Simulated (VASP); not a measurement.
# H18CO10 in VASP: notebook

H18CO10 is run at these levels: LDA; tasks: single point.

All numbers are computed with VASP 6.6.1; they aren't measurements. Logs are shortened: lines on timing, memory, paths and dates and some standing lists are left out, and cuts for length are marked.

## 1. The cell of the first run

The cell holds an amorphous packing of atoms, 29 atoms: a = 6.933 Å, b = 6.933 Å, c = 6.933 Å, α = 90.00°, β = 90.00°, γ = 90.00°.

## 2. Single point, LDA

INCAR

```
PREC = Accurate ; ENCUT = 910
EDIFF = 1E-6 ; ISMEAR = -1
SIGMA = 0.05 ; LREAL = Auto
LASPH = True ; NELM = 120
ALGO = Normal ; ISIF = 2
LWAVE = False ; LCHARG = False
NBANDS = 61 ; GGA_COMPAT = False
```

KPOINTS

```
Automatic mesh
0
Gamma
  1 1 1
```

POSCAR

```
H18CO10
1.0
    6.9333820000      0.0000000000      0.0000000000
    0.0000000000      6.9333820000      0.0000000000
    0.0000000000      0.0000000000      6.9333820000
O H C
10 18 1
Direct
    0.9018830926      0.2699836818      1.0071275461
    0.7447447725      1.0690021118      0.7242641470
    0.5811305363      0.7186680324      0.4381555783
    0.8990850353      0.2088158420      0.3817905894
    0.1378403786      0.4804148971      0.4605544596
    0.2744259584      0.1863448458     -0.0592784301
    0.3435552808      0.8376287359      0.7047498609
    0.9693537728      0.7530812524      0.6551636705
    0.4581458226      0.5272318762      0.8476094350
    0.6280917451      0.6761346771      1.0814924088
    0.8607920348      0.1969313100      0.8890754901
    1.0388580926      0.2565703145      1.0134736554
    0.6165100957      1.0191274619      0.7379659739
    0.8296239844      0.9519308182      0.7176728471
    0.7109661634      0.6864038358      0.5010109064
    0.6005871305      0.7185238027      0.2914739156
    0.7990328529      0.1682007424      0.4617371436
    0.8676429483      0.2151186823      0.2406185034
    0.2578251133      0.4967417056      0.3847328764
    0.0603601532      0.3662137756      0.4115163422
    0.3185314180      0.2926277537     -0.1373644204
    0.3001277010      0.0647303149     -0.1264029589
    0.2065514348      0.8078741370      0.6681010797
    0.4216124252      0.8149558181      0.5824718730
    1.0402571213      0.6417214571      0.5711354141
    0.9452962494      0.6775192828      0.7693792149
    0.4087327079      0.6583078792      0.8129654475
    0.5940102536      0.3804204067      1.0394350117
    0.5679479365      0.5301020483      0.9962670454
```

Potentials or basis: VASP PAW LDA potentials, release 64 (O_h, H_h, C_h).

The run is started by

```
cat potpaw_LDA.64/O_h/POTCAR potpaw_LDA.64/H_h/POTCAR potpaw_LDA.64/C_h/POTCAR > POTCAR
mpirun -np 1 vasp_gam > vasp.out
```

OUTCAR:

```text
PREC = Accurate
   ENCUT = 910
   EDIFF = 1E-6
   ISMEAR = -1
   LREAL = Auto
   LASPH = True
   NELM = 120
   ISIF = 2

 ion  position               nearest neighbor table
   1  0.902  0.270  0.007-  12 0.96  11 1.00
   2  0.745  0.069  0.724-  13 0.96  14 1.00
   3  0.581  0.719  0.438-  15 1.02  16 1.03
   4  0.899  0.209  0.382-  17 0.93  18 1.00
   5  0.138  0.480  0.461-  19 0.99  20 1.02
   6  0.274  0.186  0.941-  21 0.96  22 0.98
   7  0.344  0.838  0.705-  23 1.00  24 1.02
   8  0.969  0.753  0.655-  26 0.96  25 1.09
   9  0.458  0.527  0.848-  27 1.00  29 1.28
  10  0.628  0.676  0.081-  29 1.24
  11  0.861  0.197  0.889-   1 1.00
  12  0.039  0.257  0.013-   1 0.96
  13  0.617  0.019  0.738-   2 0.96
  14  0.830  0.952  0.718-   2 1.00
  15  0.711  0.686  0.501-   3 1.02
[... 11 lines left out ...]
  27  0.409  0.658  0.813-   9 1.00
  28  0.594  0.380  0.039-  29 1.10
  29  0.568  0.530  0.996-  28 1.10  10 1.24   9 1.28

  LATTYP: Found a simple cubic cell.
 ALAT       =     6.9333820000

  Lattice vectors:

 A1 = (   6.9333820000,   0.0000000000,   0.0000000000)
 A2 = (   0.0000000000,   6.9333820000,   0.0000000000)
 A3 = (   0.0000000000,   0.0000000000,   6.9333820000)

Analysis of symmetry for initial positions (statically):
=====================================================================
 Subroutine PRICEL returns:
 Original cell was already a primitive cell.

 Routine SETGRP: Setting up the symmetry group for a
 simple cubic supercell.

 Subroutine GETGRP returns: Found  1 space group operations
 (whereof  1 operations were pure point group operations)
 out of a pool of 48 trial point group operations.

The static configuration has the point symmetry C_1 .

Analysis of symmetry for dynamics (positions and initial velocities):
=====================================================================
 Subroutine PRICEL returns:
 Original cell was already a primitive cell.

 Routine SETGRP: Setting up the symmetry group for a
 simple cubic supercell.

 Subroutine GETGRP returns: Found  1 space group operations
 (whereof  1 operations were pure point group operations)
 out of a pool of 48 trial point group operations.

The dynamic configuration has the point symmetry C_1 .

 Subroutine INISYM returns: Found  1 space group operations
 (whereof  1 operations are pure point group operations),
 and found     1 'primitive' translations

----------------------------------------------------------------------------------------

                                     Primitive cell

  volume of cell :     333.3001

  direct lattice vectors                    reciprocal lattice vectors
     6.933382000  0.000000000  0.000000000     0.144229757  0.000000000  0.000000000
     0.000000000  6.933382000  0.000000000     0.000000000  0.144229757  0.000000000
     0.000000000  0.000000000  6.933382000     0.000000000  0.000000000  0.144229757

  length of vectors
     6.933382000  6.933382000  6.933382000     0.144229757  0.144229757  0.144229757

  position of ions in fractional coordinates (direct lattice)
     0.901883093  0.269983682  0.007127546
     0.744744772  0.069002112  0.724264147
     0.581130536  0.718668032  0.438155578
     0.899085035  0.208815842  0.381790589
     0.137840379  0.480414897  0.460554460
     0.274425958  0.186344846  0.940721570
[... 21 lines left out ...]
     0.594010254  0.380420407  0.039435012
     0.567947936  0.530102048  0.996267045

  ion indices of the primitive-cell ions
   primitive index   ion index
                 1           1
                 2           2
                 3           3
                 4           4
                 5           5
                 6           6
[... 21 lines left out ...]
                28          28
                29          29

----------------------------------------------------------------------------------------

 KPOINTS: Automatic mesh

Automatic generation of k-mesh.
 Grid dimensions read from file:
 generate k-points for:    1    1    1

 Generating k-lattice:

  Cartesian coordinates                     Fractional coordinates (reciprocal lattice)
     0.144229757  0.000000000  0.000000000     1.000000000  0.000000000  0.000000000
     0.000000000  0.144229757  0.000000000     0.000000000  1.000000000  0.000000000
     0.000000000  0.000000000  0.144229757     0.000000000  0.000000000  1.000000000

  Length of vectors
     0.144229757  0.144229757  0.144229757

  Shift w.r.t. Gamma in fractional coordinates (k-lattice)
     0.000000000  0.000000000  0.000000000

 Subroutine IBZKPT returns following result:
 ===========================================

 Found      1 irreducible k-points:

 Following reciprocal coordinates:
            Coordinates               Weight
  0.000000  0.000000  0.000000      1.000000
   k-points           NKPTS =      1   k-points in BZ     NKDIM =      1   number of bands    NBANDS=     61
   number of dos      NEDOS =    301   number of ions     NIONS =     29
   total plane-waves  NPLWV = 343000
   dimension x,y,z NGX =    70 NGY =   70 NGZ =   70
   dimension x,y,z NGXF=   140 NGYF=  140 NGZF=  140
   ions per type =              10  18   1
   NGX,Y,Z   is equivalent  to a cutoff of  16.78, 16.78, 16.78 a.u.
   NGXF,Y,Z  is equivalent  to a cutoff of  33.57, 33.57, 33.57 a.u.
 SYSTEM =  unknown system
   PREC   = accura    normal or accurate (medium, high low for compatibility)
   ISTART =      0    job   : 0-new  1-cont  2-samecut
   ICHARG =      2    charge: 1-file 2-atom 10-const
   ISPIN  =      1    spin polarized calculation?
   LNONCOLLINEAR =      F non collinear calculations
   LSORBIT =      F    spin-orbit coupling
   LASPH  =      T    aspherical Exc in radial PAW
   ENCUT  =  910.0 eV  66.88 Ry    8.18 a.u.  17.05 17.05 17.05*2*pi/ulx,y,z
   NELM   =    120;   NELMIN=  2; NELMDL= -5     # of ELM steps
   EDIFF  = 0.1E-05   stopping-criterion for ELM
   LREAL  =      T    real-space projection
   EDIFFG = 0.1E-04   stopping-criterion for IOM
   NSW    =      0    number of steps for IOM
   IBRION =     -1    ionic relax: 0-MD 1-quasi-New 2-CG
   NFREE  =      0    steps in history (QN), initial steepest desc. (CG)
   ISIF   =      2    stress and relaxation
   ISYM   =      2    0-nonsym 1-usesym 2-fastsym
   POTIM  = 0.5000    time-step for ionic-motion
   TEBEG  =    0.0;   TEEND  =   0.0 temperature during run
   PSTRESS=    0.0 pullay stress
   NELECT =      82.0000    total number of electrons
   NUPDOWN=      -1.0000    fix difference up-down
   EMIN   =  10.00;   EMAX   =-10.00  energy-range for DOS
   EFERMI =   0.00;   METHOD = LEGACY
   ISMEAR =    -1;   SIGMA  =   0.05  broadening in eV -4-tet -1-fermi 0-gaus
   EFERMI_NEDOS =   21; number of points for ismear=-14 and -15
   IALGO  =     38    algorithm
   IMIX   =      4    mixing-type and parameters
     AMIX     =   0.40;   BMIX     =  1.00
     AMIX_MAG =   1.60;   BMIX_MAG =  1.00
  volume/ion in A,a.u.               =      11.49        77.56
  Fermi-wavevector in a.u.,A,eV,Ry     =   1.025812  1.938503 14.317270  1.052290
  Thomas-Fermi vector in A             =   2.159672
   LORBIT       =      0    0 simple, 1 ext, 2 COOP (PROOUT), +10 PAW based schemes
   GGA     = CA    functional components
   LHFCALC =     F    Hartree Fock is set to
   AEXX    =    0.0000 exact exchange contribution
   IVDW    =     0    specifies the selected vdW correction
   LEPSILON=     F    determine dielectric tensor
   LRPA    =     F    only Hartree local field effects (RPA)
 non-spin polarized calculation
  energy-cutoff  :      910.00
  volume of cell :      333.30
 maximum number of plane-waves:     10360
 NGX is ok and might be reduce to    70
   NGX = 35   NGY = 35   NGZ = 35

 number of electron      82.0000004 magnetization

 Free energy of the ion-electron system (eV)
  ---------------------------------------------------
  ext. energy  EPLUGINS =         0.00000000
  ---------------------------------------------------
  free energy    TOTEN  =      -157.17274076 eV

  energy without entropy =     -157.17274076  energy(sigma->0) =     -157.17274076

 E-fermi :  -2.4060     XC(G=0):  -6.8519

 val. band max:       -3.7144218554   @ k =   0.0000   0.0000   0.0000
 cond. band min:       0.9514470929   @ k =   0.0000   0.0000   0.0000
 fundamental gap:      4.6658689483
 Fermi energy:        -2.4059555979

 k-point     1 :       0.0000    0.0000    0.0000
  band No.  band energies     occupation
      1     -25.2097      2.00000
      2     -22.7978      2.00000
      3     -22.6353      2.00000
      4     -22.2534      2.00000
      5     -22.0499      2.00000
      6     -21.8471      2.00000
[... 45 lines left out ...]
     52       6.0294      0.00000
     53       6.1026      0.00000
 [bands above 53 left out]

------------------------ aborting loop because EDIFF is reached ----------------------------------------

  FORCE on cell =-STRESS in cart. coord.  units (eV):
  Direction    XX          YY          ZZ          XY          YZ          ZX
  --------------------------------------------------------------------------------------
  -------------------------------------------------------------------------------------
  Total        0.0881886     -2.3180021     -0.5605298      0.3041719     -3.8414516     -0.1826093
  in kB        0.4239235    -11.1426636     -2.6944734      1.4621581    -18.4659036     -0.8778050
  external PRESSURE =      -4.4710711 kB  Pullay stress =       0.0000000 kB

 VOLUME and BASIS-vectors are now :
 -----------------------------------------------------------------------------
  energy-cutoff  :      910.00
  volume of cell :      333.30
      direct lattice vectors                 reciprocal lattice vectors
     6.933382000  0.000000000  0.000000000     0.144229757  0.000000000  0.000000000
     0.000000000  6.933382000  0.000000000     0.000000000  0.144229757  0.000000000
     0.000000000  0.000000000  6.933382000     0.000000000  0.000000000  0.144229757

 POSITION                                       TOTAL-FORCE (eV/Angst)
 -----------------------------------------------------------------------------------
      6.25310      1.87190      0.04942        -1.656650      0.375066      0.036149
      5.16360      0.47842      5.02160         1.179889     -0.115146     -0.259391
      4.02920      4.98280      3.03790         1.024125     -0.229368      0.709677
      6.23370      1.44780      2.64710         2.374302      1.035403     -1.926462
      0.95570      3.33090      3.19320         0.765323      0.614957     -0.109318
      1.90270      1.29200      6.52238        -0.300006     -0.394655      0.826653
[... 21 lines left out ...]
      4.11850      2.63760      0.27342         0.588569     -0.345029      0.572419
      3.93780      3.67540      6.90750         0.713951      0.756574      1.589283
 -----------------------------------------------------------------------------------
    total drift:                               -0.001119      0.002400      0.000419

  FREE ENERGIE OF THE ION-ELECTRON SYSTEM (eV)
  ---------------------------------------------------
  free  energy   TOTEN  =      -157.1727407577 eV

  energy  without entropy=     -157.1727407577  energy(sigma->0) =     -157.17274076
```

Wall time 46 s (1 thread of Intel Xeon 6975P-C (Granite Rapids), shared host); peak memory 0.51 GiB.

Results:

```yaml
Free_energy: -157.1727 eV
Pressure: -0.4 GPa
Largest_force: 3.228 eV/Å
Band_gap_on_the_k_mesh: 4.67 eV
```

Forces on the atoms (eV/Å):
```
O   -1.657  0.375  0.036
O    1.180 -0.115 -0.259
O    1.024 -0.229  0.710
O    2.374  1.035 -1.926
O    0.765  0.615 -0.109
O   -0.300 -0.395  0.827
O   -0.020  0.155 -0.101
O    0.691 -1.087 -0.952
O   -0.162 -0.898 -0.223
O   -0.628 -1.154 -1.468
H   -0.293  0.031  0.375
H    1.820 -0.393 -0.278
H   -1.010 -0.275  0.231
H   -0.173  0.315 -0.432
H   -1.429  0.551 -0.867
H    0.226 -0.174  0.740
H   -1.859 -0.828  1.647
H   -0.208 -0.115  0.025
H   -0.596 -0.019  0.536
H   -0.565 -0.217  0.308
H    0.376  0.497 -0.627
H    0.046 -0.114 -0.353
H   -0.091  0.461  0.339
H    0.348 -0.191 -0.022
H   -0.515  0.438 -0.282
H   -0.233 -0.282  0.924
H   -0.416  1.603 -0.959
H    0.589 -0.345  0.572
C    0.714  0.757  1.589
```

Stress tensor (GPa, compression positive):
```
 0.04  0.15 -0.09
 0.15 -1.11 -1.85
-0.09 -1.85 -0.27
```

Levels at points of the mesh, in eV from the valence-band top:
| k point | band 37 | band 38 | band 39 | band 40 | band 41 | band 42 | band 43 | band 44 | band 45 | band 46 |
| --- | --- | --- | --- | --- | --- | --- | --- | --- | --- | --- |
| (0.00, 0.00, 0.00) | -0.54 | -0.35 | -0.25 | -0.10 | 0.00 | 4.67 | 4.89 | 7.17 | 7.45 | 7.83 |

Caveat: the k points lie up to 0.91 Å⁻¹ apart; the cutoff is under 1.25 times the usual one of these potentials, so pressure, stress and relaxed cells hold a basis-set (Pulay) error.

## 3. Single point, LDA

INCAR

```
SYSTEM = H18CO10
PREC = Accurate ; ENCUT = 910
EDIFF = 1E-6 ; ISMEAR = -1
SIGMA = 0.05 ; LREAL = Auto
LASPH = .TRUE. ; NELM = 120
ALGO = Normal ; ISIF = 2
LWAVE = .FALSE. ; LCHARG = .FALSE.
NBANDS = 61 ; GGA_COMPAT = .FALSE.
```

KPOINTS

```
Automatic mesh
0
G
  1 1 1
  0 0 0
```

POSCAR

```
H18CO10
1.0
    6.9333820000      0.0000000000      0.0000000000
    0.0000000000      6.9333820000      0.0000000000
    0.0000000000      0.0000000000      6.9333820000
O H C
10 18 1
Direct
    0.8940369938      0.2392194747      1.0022958493
    0.7625715704      1.0456657372      0.7273795097
    0.5833372516      0.7179901526      0.4447036093
    0.9134935880      0.2329887492      0.3715502766
    0.1046963805      0.5028858932      0.4692947828
    0.2525895732      0.1865900364     -0.0767302306
    0.3573724915      0.8279220732      0.6988220179
    0.9849594325      0.7419467152      0.6851634599
    0.4625159843      0.5244193959      0.8460229077
    0.5959429323      0.6886682430      1.0872760220
    0.8298980209      0.1508499027      0.8975994688
    1.0371561815      0.2275080185      0.9972045389
    0.6356205384      0.9786565921      0.7383553942
    0.8630852880      0.9382001453      0.7189709149
    0.6918845666      0.6974951041      0.5254001582
    0.6141303047      0.7059325449      0.3046853613
    0.8635612462      0.1405230521      0.4690351693
    0.8648593140      0.1963111220      0.2387146706
    0.2120321655      0.4562708358      0.5432846481
    0.0258027035      0.3860597902      0.4238912554
    0.3201035224      0.3081036066     -0.1223068338
    0.2922383333      0.0772783037     -0.1559556361
    0.2137484996      0.8252393998      0.6774183220
    0.4444439957      0.7846819921      0.5759382650
    1.0231370491      0.6303273064      0.5688421610
    0.9727431721      0.6645962966      0.8013405291
    0.4057038830      0.6649424480      0.7816531672
    0.5738469336      0.3944683850      1.0770934012
    0.5517942038      0.5413375464      1.0157092167
```

Potentials or basis: VASP PAW LDA potentials, release 64 (O_h, H_h, C_h).

The run is started by

```
cat potpaw_LDA.64/O_h/POTCAR potpaw_LDA.64/H_h/POTCAR potpaw_LDA.64/C_h/POTCAR > POTCAR
mpirun -np 1 vasp_gam > vasp.out
```

Wall time 58 s (1 thread of Intel Xeon Platinum 8559C (Emerald Rapids), shared host); peak memory 0.51 GiB.

Results (log left out):

* Free energy: -157.2695 eV
* Pressure: 0.0 GPa
* Largest force: 4.444 eV/Å
* Band gap on the k mesh: 4.22 eV

Forces on the atoms (eV/Å):
```
O   -1.106 -0.227  0.358
O   -0.413 -0.841 -0.497
O   -1.268  0.304  0.690
O   -0.795 -1.218  0.472
O    0.336  1.054 -0.273
O    0.571  1.117 -0.124
O    0.814 -0.138 -0.204
O   -0.189  0.394 -0.343
O   -0.012  0.041  0.610
O    1.098  2.930  1.252
H    0.787  0.922  0.747
H   -0.116 -0.346 -0.502
H    0.547  0.410 -0.059
H   -0.396 -0.212 -0.119
H    1.547 -0.329  0.604
H   -0.068 -0.005 -0.698
H   -0.005  0.574 -0.094
H    0.545  0.526 -0.509
H    0.680 -0.259  0.307
H   -0.652 -0.760 -0.320
H   -0.154 -0.892  0.151
H    0.277 -0.154 -0.175
H   -0.195 -0.379 -0.140
H   -0.783  0.580 -0.250
H    0.154  0.142  0.443
H   -0.075 -0.108  0.306
H    0.245  0.064  0.637
H    0.265  0.071  0.262
C   -1.639 -3.261 -2.535
```

Stress tensor (GPa, compression positive):
```
-0.41 -0.05  0.83
-0.05  0.23  1.22
 0.83  1.22  0.19
```

Levels at points of the mesh, in eV from the valence-band top:
| k point | band 38 | band 39 | band 40 | band 41 | band 42 | band 43 | band 44 | band 45 |
| --- | --- | --- | --- | --- | --- | --- | --- | --- |
| (0.00, 0.00, 0.00) | -0.99 | -0.85 | -0.52 | 0.00 | 4.22 | 4.87 | 6.61 | 7.00 |

Caveat: the k points lie up to 0.91 Å⁻¹ apart; the cutoff is under 1.25 times the usual one of these potentials, so pressure, stress and relaxed cells hold a basis-set (Pulay) error.

(Part 1 of 2 ends here.)
